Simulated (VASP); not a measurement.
# Cs (Im-3m) in VASP: further runs, part 2 of 2

VASP 6.6.1. Earlier steps stand in the parts before.

## 4. Single point, LDA

This run uses another cell than the first one, of 153.10 Å³/atom.

Input file INCAR:

```
ALGO     = Normal         # electronic algorithm
EDIFF    = 1E-6           # SCF threshold, eV
ENCUT    = 500            # plane-wave cutoff, eV
GGA      = CA             # functional
GGA_COMPAT= False        
ISIF     = 2              # what is computed and relaxed
ISMEAR   = 0              # smearing method
LASPH    = True           # aspherical terms in the spheres
LCHARG   = True           # write CHGCAR
LELF     = True           # ELF
LREAL    = False          # projectors in reciprocal space
LVHAR    = True         
LWAVE    = False          # write WAVECAR
NBANDS   = 10             # bands
NELM     = 120            # most SCF steps
PREC     = Accurate       # precision mode
SIGMA    = 0.01           # smearing width, eV
```

Input file KPOINTS:

```
k-points
0
Gamma
  6 6 6
```

Input file POSCAR:

```
Cs
1.0
   -3.3700368274      3.3700368274      3.3700368274
    3.3700368274     -3.3700368274      3.3700368274
    3.3700368274      3.3700368274     -3.3700368274
Cs
1
Direct
    0.0000000000      0.0000000000      0.0000000000
```

Potentials or basis: VASP PAW LDA potentials, release 64 (Cs_sv).

Command:

```bash
$ cat potpaw_LDA.64/Cs_sv/POTCAR > POTCAR
$ mpirun -np 1 vasp_std > vasp.out
```

OUTCAR:

```text
EDIFF = 1E-6
   ENCUT = 500
   GGA = CA
   ISIF = 2
   ISMEAR = 0
   LASPH = True
   LREAL = False
   NELM = 120
   PREC = Accurate

 ion  position               nearest neighbor table
   1  0.000  0.000  0.000-

  LATTYP: Found a body centered cubic cell.
 ALAT       =     6.7400736548

  Lattice vectors:

 A1 = (  -3.3700368274,   3.3700368274,   3.3700368274)
 A2 = (   3.3700368274,  -3.3700368274,   3.3700368274)
 A3 = (   3.3700368274,   3.3700368274,  -3.3700368274)

Analysis of symmetry for initial positions (statically):
=====================================================================
 Subroutine PRICEL returns:
 Original cell was already a primitive cell.

 Routine SETGRP: Setting up the symmetry group for a
 body centered cubic supercell.

 Subroutine GETGRP returns: Found 48 space group operations
 (whereof 48 operations were pure point group operations)
 out of a pool of 48 trial point group operations.

The static configuration has the point symmetry O_h .

[... 153 lines left out ...]
 cond. band min:      -0.2949031539   @ k =   0.3333   0.1667   0.0000
 fundamental gap:      0.1454242349
 Fermi energy:        -0.2960155085

 k-point     1 :       0.0000    0.0000    0.0000
  band No.  band energies     occupation
      1     -24.3463      2.00000
      2     -11.1060      2.00000
      3     -11.1060      2.00000
      4     -11.1060      2.00000
      5      -1.7092      2.00000
      6       1.9177      0.00000
      7       1.9177      0.00000
      8       1.9177      0.00000
      9       2.6167      0.00000
     10       2.6167      0.00000
[... 183 lines left out ...]
 k-point    16 :       0.5000    0.5000    0.5000
  band No.  band energies     occupation
      1     -24.3434      2.00000
      2     -11.1433      2.00000
      3     -11.1433      2.00000
      4     -11.1433      2.00000
      5       0.5504      0.00000
      6       0.5504      0.00000
      7       2.0819      0.00000
      8       2.0819      0.00000
      9       2.0819      0.00000
     10       2.6845      0.00000

------------------------ aborting loop because EDIFF is reached ----------------------------------------

  FORCE on cell =-STRESS in cart. coord.  units (eV):
  Direction    XX          YY          ZZ          XY          YZ          ZX
  --------------------------------------------------------------------------------------
  -------------------------------------------------------------------------------------
  Total       -0.4885482     -0.4885482     -0.4885482      0.0000000      0.0000000     -0.0000000
  in kB       -5.1127441     -5.1127441     -5.1127441      0.0000000      0.0000000     -0.0000000
  external PRESSURE =      -5.1127441 kB  Pullay stress =       0.0000000 kB

 VOLUME and BASIS-vectors are now :
 -----------------------------------------------------------------------------
  energy-cutoff  :      500.00
  volume of cell :      153.10
      direct lattice vectors                 reciprocal lattice vectors
    -3.370036827  3.370036827  3.370036827     0.000000000  0.148366331  0.148366331
     3.370036827 -3.370036827  3.370036827     0.148366331  0.000000000  0.148366331
     3.370036827  3.370036827 -3.370036827     0.148366331  0.148366331  0.000000000

 POSITION                                       TOTAL-FORCE (eV/Angst)
 -----------------------------------------------------------------------------------
      0.00000      0.00000      0.00000         0.000000      0.000000     -0.000000
 -----------------------------------------------------------------------------------
    total drift:                               -0.000000      0.000000      0.000000

  FREE ENERGIE OF THE ION-ELECTRON SYSTEM (eV)
  ---------------------------------------------------
  free  energy   TOTEN  =        -0.8460688509 eV

  energy  without entropy=       -0.8448305138  energy(sigma->0) =       -0.84544968
```

OSZICAR:

```text
N       E                     dE             d eps       ncg     rms          rms(c)
DAV:   1     0.541636890619E+02    0.54164E+02   -0.26153E+03   320   0.584E+02
DAV:   2     0.558221738294E+01   -0.48581E+02   -0.47404E+02   426   0.992E+01
DAV:   3    -0.724816784516E+00   -0.63070E+01   -0.63020E+01   366   0.428E+01
DAV:   4    -0.843821576433E+00   -0.11900E+00   -0.11899E+00   444   0.687E+00
DAV:   5    -0.844530743783E+00   -0.70917E-03   -0.70916E-03   456   0.480E-01    0.136E-01
DAV:   6    -0.845123179004E+00   -0.59244E-03   -0.93239E-04   416   0.132E-01    0.964E-02
DAV:   7    -0.846048357123E+00   -0.92518E-03   -0.33172E-03   424   0.248E-01    0.311E-02
DAV:   8    -0.846066371275E+00   -0.18014E-04   -0.95916E-05   356   0.549E-02    0.478E-03
DAV:   9    -0.846068434888E+00   -0.20636E-05   -0.27619E-06   474   0.847E-03    0.220E-03
DAV:  10    -0.846068850859E+00   -0.41597E-06   -0.54374E-07   342   0.326E-03
   1 F= -.84606885E+00 E0= -.84544968E+00  d E =-.123834E-02
```

Wall time 16 s (1 thread of Intel Xeon Platinum 8559C (Emerald Rapids), shared host); peak memory 0.23 GiB.

Results:

- Free energy: -0.8461 eV
- Pressure: -0.5 GPa
- Band gap on the k mesh: zero (an odd number of electrons rules out a gap without spin polarisation)

Caveat: spin-orbit coupling is left out, which moves the levels of the heavy elements.

## 5. Summary

| level | potentials or basis | cell | k mesh | cutoff (eV) | smearing | grid for exact exchange (PRECFOCK) | share of exact exchange | gap on the mesh (eV) | pressure (GPa) |
| --- | --- | --- | --- | --- | --- | --- | --- | --- | --- |
| PBE0 | VASP PAW PBE potentials, release 64 (Cs_sv) | a = 5.419 Å, angles 109.5°, 1 atom | 4 × 4 × 4 | 520 | fermi-dirac 0.05 eV | Normal | 0.25 | none | 0.0 |
| r2SCAN0 | VASP PAW PBE potentials, release 64 (Cs_sv) | a = 5.419 Å, angles 109.5°, 1 atom | 4 × 4 × 4 | 520 | fermi-dirac 0.05 eV | Normal | 0.25 | none | 0.1 |
| LDA | VASP PAW LDA potentials, release 64 (Cs_sv) | a = 5.837 Å, angles 109.5°, 1 atom | 6 × 6 × 6 | 500 | gaussian 0.01 eV | - | - | none | -0.5 |

Alike in all rows: task single point; no spin polarisation.

Caveats: spin-orbit coupling is left out, which moves the levels of the heavy elements; the PAW data sets were made with another functional, which shifts forces and pressure a little (at least some runs).

Absolute energies hang on the potentials; compare differences alone.

The gap in the log of VASP goes by the Fermi energy; the results here count the filled bands.